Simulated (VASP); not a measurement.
# ZnO (P6_3mc) in VASP: notebook

Runs on ZnO. Level: r2SCAN. Tasks: single point.

Everything below comes from runs of VASP 6.6.1. Logs are shortened: lines on timing, memory, paths and dates and some standing lists are left out, and cuts for length are marked.

**1. The cell of the first run**

Symmetry: P6_3mc, No. 186, hexagonal system. The conventional cell has a = 3.170 Å, b = 3.170 Å, c = 5.316 Å, α = 90.00°, β = 90.00°, γ = 120.00°. Zn (site symmetry 3m) has 4 O at 1.96 Å within 2.6 Å. Within 2.6 Å of O (site symmetry 3m) lie 4 Zn at 1.96 Å.

**2. Single point, r2SCAN**

Input file POSCAR:

```
ZnO
1.0
    3.1701718310      0.0000000000      0.0000000000
   -1.5850859155      2.7454493400      0.0000000000
    0.0000000000      0.0000000000      5.3158875265
Zn O
2 2
Direct
    0.6666666667      0.3333333333      0.5055296292
    0.3333333333      0.6666666667      0.0055296292
    0.6666666667      0.3333333333      0.8747803708
    0.3333333333      0.6666666667      0.3747803708
```

Input file INCAR.step1:

```
SYSTEM = ZnO
PREC = Accurate ; ENCUT = 520
ISMEAR = 0 ; SIGMA = 0.02
LREAL = .FALSE. ; LASPH = .TRUE.
NELM = 100 ; NBANDS = 26
GGA = PE ; ALGO = Normal
EDIFF = 1E-4 ; LWAVE = .TRUE.
LCHARG = .FALSE.
```

Input file INCAR.step2:

```
SYSTEM = ZnO
PREC = Accurate ; ENCUT = 520
EDIFF = 1E-6 ; ISMEAR = 0
SIGMA = 0.02 ; LREAL = .FALSE.
LASPH = .TRUE. ; NELM = 100
ALGO = Normal ; ISIF = 2
LWAVE = .FALSE. ; LCHARG = .FALSE.
METAGGA = R2SCAN ; LMIXTAU = .TRUE.
NBANDS = 26 ; ISTART = 1
```

Input file KPOINTS:

```
regular mesh
0
G
  12 12 6
  0 0 0
```

Potentials or basis: VASP PAW PBE potentials, release 64 (Zn, O).

Run with:

```bash
$ cat potpaw_PBE.64/Zn/POTCAR potpaw_PBE.64/O/POTCAR > POTCAR
$ cp INCAR.step1 INCAR
$ mpirun -np 1 vasp_std > vasp.out
$ cp INCAR.step2 INCAR
$ mpirun -np 1 vasp_std > vasp.out
```

OUTCAR:

```text
SYSTEM = ZnO
   PREC = Accurate
   ENCUT = 520
   EDIFF = 1E-6
   ISMEAR = 0
   LREAL = .FALSE.
   LASPH = .TRUE.
   NELM = 100
   ISIF = 2
   METAGGA = R2SCAN
   ISTART = 1

 ion  position               nearest neighbor table
   1  0.667  0.333  0.506-   4 1.96   4 1.96   4 1.96   3 1.96
   2  0.333  0.667  0.006-   3 1.96   3 1.96   3 1.96   4 1.96
   3  0.667  0.333  0.875-   2 1.96   2 1.96   2 1.96   1 1.96
   4  0.333  0.667  0.375-   1 1.96   1 1.96   1 1.96   2 1.96

  LATTYP: Found a hexagonal cell.
 ALAT       =     3.1701718310
 C/A-ratio  =     1.6768452342

  Lattice vectors:

 A1 = (   3.1701718310,   0.0000000000,   0.0000000000)
 A2 = (  -1.5850859155,   2.7454493400,   0.0000000000)
 A3 = (   0.0000000000,   0.0000000000,   5.3158875265)

Analysis of symmetry for initial positions (statically):
=====================================================================
 Subroutine PRICEL returns:
 Original cell was already a primitive cell.

 Routine SETGRP: Setting up the symmetry group for a
 hexagonal supercell.

 Subroutine GETGRP returns: Found 12 space group operations
 (whereof  6 operations were pure point group operations)
 out of a pool of 24 trial point group operations.

The static configuration has the point symmetry C_3v.
 The point group associated with its full space group is C_6v.

Analysis of symmetry for dynamics (positions and initial velocities):
=====================================================================
 Subroutine PRICEL returns:
 Original cell was already a primitive cell.

 Routine SETGRP: Setting up the symmetry group for a
 hexagonal supercell.

 Subroutine GETGRP returns: Found 12 space group operations
 (whereof  6 operations were pure point group operations)
 out of a pool of 24 trial point group operations.

The dynamic configuration has the point symmetry C_3v.
 The point group associated with its full space group is C_6v.

 Subroutine INISYM returns: Found 12 space group operations
 (whereof  6 operations are pure point group operations),
 and found     1 'primitive' translations

----------------------------------------------------------------------------------------

                                     Primitive cell

  volume of cell :      46.2671

  direct lattice vectors                    reciprocal lattice vectors
     3.170171831  0.000000000  0.000000000     0.315440315  0.182119551  0.000000000
    -1.585085916  2.745449340  0.000000000     0.000000000  0.364239101  0.000000000
     0.000000000  0.000000000  5.315887527     0.000000000  0.000000000  0.188115342

  length of vectors
[... 90 lines left out ...]
   IBRION =     -1    ionic relax: 0-MD 1-quasi-New 2-CG
   NFREE  =      0    steps in history (QN), initial steepest desc. (CG)
   ISIF   =      2    stress and relaxation
   ISYM   =      2    0-nonsym 1-usesym 2-fastsym
   POTIM  = 0.5000    time-step for ionic-motion
   TEBEG  =    0.0;   TEEND  =   0.0 temperature during run
   PSTRESS=    0.0 pullay stress
   NELECT =      36.0000    total number of electrons
   NUPDOWN=      -1.0000    fix difference up-down
   EMIN   =  10.00;   EMAX   =-10.00  energy-range for DOS
   EFERMI =   0.00;   METHOD = LEGACY
   ISMEAR =     0;   SIGMA  =   0.02  broadening in eV -4-tet -1-fermi 0-gaus
   EFERMI_NEDOS =   21; number of points for ismear=-14 and -15
   IALGO  =     38    algorithm
   IMIX   =      4    mixing-type and parameters
     AMIX     =   0.40;   BMIX     =  1.00
     AMIX_MAG =   1.60;   BMIX_MAG =  1.00
  volume/ion in A,a.u.               =      11.57        78.06
  Fermi-wavevector in a.u.,A,eV,Ry     =   1.505746  2.845447 30.848086  2.267270
  Thomas-Fermi vector in A             =   2.616554
   LORBIT       =      0    0 simple, 1 ext, 2 COOP (PROOUT), +10 PAW based schemes
   METAGGA = R2SCAN    functional components
   LHFCALC =     F    Hartree Fock is set to
   AEXX    =    0.0000 exact exchange contribution
   IVDW    =     0    specifies the selected vdW correction
   LEPSILON=     F    determine dielectric tensor
   LRPA    =     F    only Hartree local field effects (RPA)
 non-spin polarized calculation
 Gauss-broadening in eV      SIGMA  =   0.02
  energy-cutoff  :      520.00
  volume of cell :       46.27
 maximum number of plane-waves:      1278
 NGX is ok and might be reduce to    24
   NGX = 11   NGY = 11   NGZ = 19

 number of electron      35.9999943 magnetization

 Free energy of the ion-electron system (eV)
  ---------------------------------------------------
  ext. energy  EPLUGINS =         0.00000000
  ---------------------------------------------------
  free energy    TOTEN  =       -36.28399692 eV

  energy without entropy =      -36.28399692  energy(sigma->0) =      -36.28399692

 E-fermi :   1.2769     XC(G=0): -11.8325

 val. band max:        1.1291988333   @ k =   0.0000   0.0000   0.0000
 cond. band min:       2.3382605603   @ k =   0.0000   0.0000   0.0000
 fundamental gap:      1.2090617271
 Fermi energy:         1.2769482506

 k-point     1 :       0.0000    0.0000    0.0000
  band No.  band energies     occupation
      1     -18.2040      2.00000
      2     -17.5288      2.00000
      3      -4.9685      2.00000
      4      -4.9187      2.00000
      5      -4.8208      2.00000
      6      -4.8207      2.00000
[... 685 lines left out ...]
     25      15.5029      0.00000
     26      16.4246      0.00000

 [... further k-points ...]

------------------------ aborting loop because EDIFF is reached ----------------------------------------

  FORCE on cell =-STRESS in cart. coord.  units (eV):
  Direction    XX          YY          ZZ          XY          YZ          ZX
  --------------------------------------------------------------------------------------
  -------------------------------------------------------------------------------------
  Total        1.6614708      1.6614708      0.3744438      0.0000000      0.0000000      0.0000000
  in kB       57.5348891     57.5348891     12.9665736      0.0000000      0.0000000      0.0000000
  external PRESSURE =      42.6787839 kB  Pullay stress =       0.0000000 kB

 VOLUME and BASIS-vectors are now :
 -----------------------------------------------------------------------------
  energy-cutoff  :      520.00
  volume of cell :       46.27
      direct lattice vectors                 reciprocal lattice vectors
     3.170171831  0.000000000  0.000000000     0.315440315  0.182119551  0.000000000
    -1.585085916  2.745449340  0.000000000     0.000000000  0.364239101  0.000000000
     0.000000000  0.000000000  5.315887527     0.000000000  0.000000000  0.188115342

 POSITION                                       TOTAL-FORCE (eV/Angst)
 -----------------------------------------------------------------------------------
      1.58509      0.91515      2.68734        -0.000000     -0.000000      0.002085
     -0.00000      1.83030      0.02939         0.000000      0.000000      0.002085
      1.58509      0.91515      4.65023         0.000000     -0.000000     -0.002085
     -0.00000      1.83030      1.99229         0.000000     -0.000000     -0.002085
 -----------------------------------------------------------------------------------
    total drift:                                0.000001      0.000001     -0.060829

  FREE ENERGIE OF THE ION-ELECTRON SYSTEM (eV)
  ---------------------------------------------------
  free  energy   TOTEN  =       -36.2839969243 eV

  energy  without entropy=      -36.2839969243  energy(sigma->0) =      -36.28399692
```

OUTCAR.step1:

```text
SYSTEM = ZnO
   PREC = Accurate
   ENCUT = 520
   ISMEAR = 0
   LREAL = .FALSE.
   LASPH = .TRUE.
   NELM = 100
[... 927 lines left out ...]
     -0.00000      1.83030      0.02939         0.000000      0.000000      0.029403
      1.58509      0.91515      4.65023        -0.000000      0.000000     -0.029403
     -0.00000      1.83030      1.99229        -0.000000      0.000000     -0.029403
 -----------------------------------------------------------------------------------
    total drift:                                0.000000      0.000001     -0.000925

  FREE ENERGIE OF THE ION-ELECTRON SYSTEM (eV)
  ---------------------------------------------------
  free  energy   TOTEN  =       -17.7401443311 eV

  energy  without entropy=      -17.7401443311  energy(sigma->0) =      -17.74014433
```

OSZICAR.step1:

```text
N       E                     dE             d eps       ncg     rms          rms(c)
DAV:   1     0.299185514661E+03    0.29919E+03   -0.18342E+04  4016   0.205E+03
DAV:   2     0.109940352180E+02   -0.28819E+03   -0.27043E+03  4146   0.417E+02
DAV:   3    -0.203782208063E+02   -0.31372E+02   -0.30964E+02  4424   0.140E+02
DAV:   4    -0.209915384596E+02   -0.61332E+00   -0.61191E+00  4456   0.199E+01
DAV:   5    -0.209945728061E+02   -0.30343E-02   -0.30341E-02  4360   0.145E+00    0.153E+01
DAV:   6    -0.175628266478E+02    0.34317E+01   -0.65206E+00  6190   0.610E+01    0.951E+00
DAV:   7    -0.177782151971E+02   -0.21539E+00   -0.29606E+00  4048   0.169E+01    0.564E+00
DAV:   8    -0.177888245106E+02   -0.10609E-01   -0.49424E-01  5876   0.756E+00    0.165E+00
DAV:   9    -0.177373333678E+02    0.51491E-01   -0.10451E-01  5880   0.646E+00    0.294E-01
DAV:  10    -0.177401098952E+02   -0.27765E-02   -0.37777E-02  4034   0.132E+00    0.134E-01
DAV:  11    -0.177401443311E+02   -0.34436E-04   -0.52509E-04  4188   0.194E-01
   1 F= -.17740144E+02 E0= -.17740144E+02  d E =-.190585E-12
```

It took 89 s on 1 thread of Intel Xeon 6975P-C (Granite Rapids), shared host; peak memory 0.22 GiB.

What came out:

```yaml
Free_energy: -36.2840 eV
Pressure: 4.3 GPa
Band_gap_on_the_k_mesh: 1.21 eV
```

Forces on the atoms (eV/Å):
```
Zn   0.000  0.000  0.002
Zn   0.000  0.000  0.002
O    0.000  0.000 -0.002
O    0.000  0.000 -0.002
```

Caveat: the cell stands under pressure; the PAW data sets were made with another functional, which shifts forces and pressure a little.

**3. Single point, r2SCAN (biaxial strain in the a-b plane: +2.0 %, then relaxed in part)**

Input file POSCAR:

```
ZnO
1.0
    3.2995665996      0.0000000000      0.0000000000
   -1.6497832998      2.8575084967      0.0000000000
    0.0000000000      0.0000000000      5.1005147499
Zn O
2 2
Direct
    0.6666666667      0.3333333333      0.4948922352
    0.3333333333      0.6666666667     -0.0051077648
    0.6666666667      0.3333333333      0.8854177648
    0.3333333333      0.6666666667      0.3854177648
```

Input file INCAR.step1:

```
SYSTEM = ZnO
PREC = Accurate ; ENCUT = 520
ISMEAR = 0 ; SIGMA = 0.02
LREAL = .False. ; LASPH = .True.
NELM = 80 ; NBANDS = 26
GGA = PE ; ALGO = Normal
EDIFF = 1E-4 ; LWAVE = .True.
LCHARG = .False.
```

Input file INCAR.step2:

```
SYSTEM = ZnO
PREC = Accurate ; ENCUT = 520
EDIFF = 1E-6 ; ISMEAR = 0
SIGMA = 0.02 ; LREAL = .False.
LASPH = .True. ; NELM = 80
ALGO = Normal ; ISIF = 2
LWAVE = .False. ; LCHARG = .False.
METAGGA = R2SCAN ; LMIXTAU = .True.
NBANDS = 26 ; ISTART = 1
```

Input file KPOINTS:

```
regular mesh
0
Gamma
  12 12 6
  0 0 0
```

Potentials or basis: VASP PAW PBE potentials, release 64 (Zn, O).

Run with:

```bash
$ cat potpaw_PBE.64/Zn/POTCAR potpaw_PBE.64/O/POTCAR > POTCAR
$ cp INCAR.step1 INCAR
$ mpirun -np 1 vasp_std > vasp.out
$ cp INCAR.step2 INCAR
$ mpirun -np 1 vasp_std > vasp.out
```

OUTCAR:

```text
SYSTEM = ZnO
   PREC = Accurate
   ENCUT = 520
   EDIFF = 1E-6
   ISMEAR = 0
   LREAL = .False.
   LASPH = .True.
   NELM = 80
   ISIF = 2
   METAGGA = R2SCAN
   ISTART = 1

 ion  position               nearest neighbor table
   1  0.667  0.333  0.495-   4 1.99   4 1.99   4 1.99   3 1.99
   2  0.333  0.667  0.995-   3 1.99   3 1.99   3 1.99   4 1.99
   3  0.667  0.333  0.885-   2 1.99   2 1.99   2 1.99   1 1.99
   4  0.333  0.667  0.385-   1 1.99   1 1.99   1 1.99   2 1.99

  LATTYP: Found a hexagonal cell.
 ALAT       =     3.2995665996
 C/A-ratio  =     1.5458135473

  Lattice vectors:

 A1 = (   3.2995665996,   0.0000000000,   0.0000000000)
 A2 = (  -1.6497832998,   2.8575084967,   0.0000000000)
 A3 = (   0.0000000000,   0.0000000000,   5.1005147499)

Analysis of symmetry for initial positions (statically):
=====================================================================
 Subroutine PRICEL returns:
 Original cell was already a primitive cell.

 Routine SETGRP: Setting up the symmetry group for a
 hexagonal supercell.

 Subroutine GETGRP returns: Found 12 space group operations
 (whereof  6 operations were pure point group operations)
[... 172 lines left out ...]

 val. band max:        0.7268392476   @ k =   0.0000   0.0000   0.0000
 cond. band min:       1.9751683159   @ k =   0.0000   0.0000   0.0000
 fundamental gap:      1.2483290683
 Fermi energy:         0.8158773125

 k-point     1 :       0.0000    0.0000    0.0000
  band No.  band energies     occupation
      1     -18.2333      2.00000
      2     -17.5072      2.00000
      3      -5.0294      2.00000
      4      -5.0293      2.00000
      5      -4.8550      2.00000
      6      -4.8549      2.00000
[... 685 lines left out ...]
     25      14.9148      0.00000
     26      15.4237      0.00000

 [... further k-points ...]

------------------------ aborting loop because EDIFF is reached ----------------------------------------

  FORCE on cell =-STRESS in cart. coord.  units (eV):
  Direction    XX          YY          ZZ          XY          YZ          ZX
  --------------------------------------------------------------------------------------
  -------------------------------------------------------------------------------------
  Total       -0.9608353     -0.9608353      0.2920117      0.0000000      0.0000000      0.0000000
  in kB      -32.0111377    -32.0111377      9.7286458      0.0000000      0.0000000      0.0000000
  external PRESSURE =     -18.0978766 kB  Pullay stress =       0.0000000 kB

 VOLUME and BASIS-vectors are now :
 -----------------------------------------------------------------------------
  energy-cutoff  :      520.00
  volume of cell :       48.09
      direct lattice vectors                 reciprocal lattice vectors
     3.299566600  0.000000000  0.000000000     0.303070106  0.174977607  0.000000000
    -1.649783300  2.857508497  0.000000000     0.000000000  0.349955215  0.000000000
     0.000000000  0.000000000  5.100514750     0.000000000  0.000000000  0.196058643

 POSITION                                       TOTAL-FORCE (eV/Angst)
 -----------------------------------------------------------------------------------
      1.64978      0.95250      2.52421         0.000000      0.000000     -0.011914
     -0.00000      1.90501      5.07446        -0.000000      0.000000     -0.011914
      1.64978      0.95250      4.51609         0.000000     -0.000000      0.011914
     -0.00000      1.90501      1.96583         0.000000     -0.000000      0.011914
 -----------------------------------------------------------------------------------
    total drift:                               -0.000000      0.000000     -0.037720

  FREE ENERGIE OF THE ION-ELECTRON SYSTEM (eV)
  ---------------------------------------------------
  free  energy   TOTEN  =       -36.2975976071 eV

  energy  without entropy=      -36.2975976071  energy(sigma->0) =      -36.29759761
```

OUTCAR.step1:

```text
SYSTEM = ZnO
   PREC = Accurate
   ENCUT = 520
   ISMEAR = 0
   LREAL = .False.
   LASPH = .True.
   NELM = 80
[... 927 lines left out ...]
     -0.00000      1.90501      5.07446        -0.000000      0.000000     -0.017786
      1.64978      0.95250      4.51609        -0.000000      0.000000      0.017786
     -0.00000      1.90501      1.96583        -0.000000      0.000000      0.017786
 -----------------------------------------------------------------------------------
    total drift:                               -0.000000      0.000000     -0.000912

  FREE ENERGIE OF THE ION-ELECTRON SYSTEM (eV)
  ---------------------------------------------------
  free  energy   TOTEN  =       -17.8225157336 eV

  energy  without entropy=      -17.8225157336  energy(sigma->0) =      -17.82251573
```

Wall time 2.7 min (1 thread of Intel Xeon 6975P-C (Granite Rapids), shared host); peak memory 0.23 GiB.

What came out:

```
Free energy            : -36.2976 eV
Pressure               : -1.8 GPa
Largest force          : 0.012 eV/Å
Band gap on the k mesh : 1.25 eV
```

Forces in eV/Å, atoms in the order of the input:
```
Zn   0.000  0.000 -0.012
Zn   0.000  0.000 -0.012
O    0.000  0.000  0.012
O    0.000  0.000  0.012
```

Caveat: the cell differs from its parent crystal (biaxial strain in the a-b plane: +2.0 %, then relaxed in part); the PAW data sets were made with another functional, which shifts forces and pressure a little.

(Continued in part 2 of 3.)
